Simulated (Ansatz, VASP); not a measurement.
## BN: VASP beside Ansatz

Contents of INCAR:

```
ALGO = Normal ; EDIFF = 1E-7
EDIFFG = -0.002 ; ENCUT = 600
GGA_COMPAT = F ; IBRION = 2
ISIF = 3 ; ISMEAR = 0
LASPH = T ; LCHARG = F
LREAL = F ; LWAVE = F
NELM = 120 ; NELMIN = 4
NSW = 100 ; PREC = Accurate
SIGMA = 0.02
```

The input KPOINTS:

```
k-points
0
Gamma
  8 8 8
```

POSCAR

```
BN
1.0
    0.0000000000      1.7899407152      1.7899407152
    1.7899407152      0.0000000000      1.7899407152
    1.7899407152      1.7899407152      0.0000000000
B N
1 1
Direct
    0.0000000000      0.0000000000      0.0000000000
    0.2500000000      0.2500000000      0.2500000000
```

Input for Ansatz:

```yaml
crystal:
  lattice:
    - [0.0, 1.7899407191, 1.7899407191]
    - [1.7899407191, 0.0, 1.7899407191]
    - [1.7899407191, 1.7899407191, 0.0]
  atoms:
    - { symbol: B, position: [0.0, 0.0, 0.0] }
    - { symbol: "N", position: [0.25, 0.25, 0.25] }
basis:
  ecutwfc: 420
kpoints:
  mp_grid: { grid: [8, 8, 8] }
hamiltonian:
  xc: lda
  pseudopotentials: { kind: paw, azcp: { folder: soft_1 } }
scf:
  occupations: { method: gaussian, width: 0.02 }
output:
  forces: true
  stress: true
  eigenvalues: true
  write_density: true
  write_potential: true
  elf: true
  volumetric_format: npy
relax:
  adjacent_minimum: "off"
  f_tol: 0.002
  max_steps: 80
  cell: { stress_tol: 0.02 }
```

Alike in both runs: task relaxation of cell and atoms; functional LDA; k mesh 8 × 8 × 8; occupations gaussian, width 0.02 eV; no spin polarisation.

```csv
,VASP,Ansatz
version,VASP 6.6.1,Ansatz 0.2.0
potentials or method,"VASP PAW LDA potentials, release 64 (B, N), cutoff 600 eV","scalar-relativistic, plane waves, PAW"
valence electrons in the cell,8,8
```

```tsv
	VASP	Ansatz	Ansatz less VASP
gap on the k mesh at the Fermi level, each at its own relaxed structure (eV)	4.37	4.39	+0.014
relaxed volume (Å³/atom)	5.75	5.73	-0.014
relaxed cell length with the largest relative difference (Å)	2.533	2.531	-0.0020
```

Ansatz warns that its potentials were made for another functional, while VASP's fit it. LDA's correlation is that of Perdew and Zunger in VASP and of Perdew and Wang (1992) in Ansatz.
